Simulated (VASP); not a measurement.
**Sc3BN2: single point with PBE**

Sc3BN2:

```
Sc B N
1.0
     5.55577    0.00000    0.00000
    -2.77788    4.81144    0.00000
     0.00000    0.00000    3.06427
Sc B N
3 1 2
Direct
  0.50000 0.00000 0.50000
  0.50000 0.50000 0.50000
  0.00000 0.50000 0.50000
  0.00000 0.00000 0.00000
  0.33333 0.66667 0.00000
  0.66667 0.33333 0.00000
```

- Program: VASP 6.6.1
- Task: single point
- Functional: PBE
- Potentials or basis: VASP PAW PBE potentials, release 64 (Sc_sv, B, N)
- Cutoff: 520 eV
- k mesh: 6 × 6 × 6
- Occupations: gaussian, width 0.1 eV
- Spin: no spin polarisation
- Dipole correction: no
- Further INCAR settings: ALGO = Normal; EDIFF = 1e-06; NBANDS = 32

```yaml
Pressure: 3.5 GPa
Band_gap_on_the_k_mesh: zero (band 23 reaches 5.85 eV, above the bottom of band 24 at 4.63 eV)
```

Stress tensor (GPa, compression positive):
```
 12.67   0.00   0.00
  0.00  12.67   0.00
  0.00   0.00 -14.96
```

Levels at points of the mesh, in eV from the Fermi level:
```csv
k point,band 19,band 20,band 21,band 22,band 23,band 24,band 25,band 26,band 27,band 28
"(0.00, 0.00, 0.00)",-3.03,-3.03,-1.80,-1.22,-0.11,-0.11,0.52,0.52,2.19,2.19
"(0.50, 0.00, 0.00)",-3.39,-2.98,-2.67,-1.70,-0.84,-0.51,1.16,2.09,2.23,2.28
"(0.00, 0.00, 0.50)",-3.18,-2.83,-2.78,-2.78,-0.12,-0.12,0.10,0.10,2.80,3.16
"(0.50, 0.00, 0.50)",-3.81,-3.35,-2.29,-2.07,0.01,0.96,1.08,1.42,1.51,1.61
```

Wall time 87 s on 1 thread of Intel(R) Xeon(R) Platinum 8375C CPU @ 2.90GHz (Ice Lake), with other jobs on the host, peak memory 0.23 GiB.
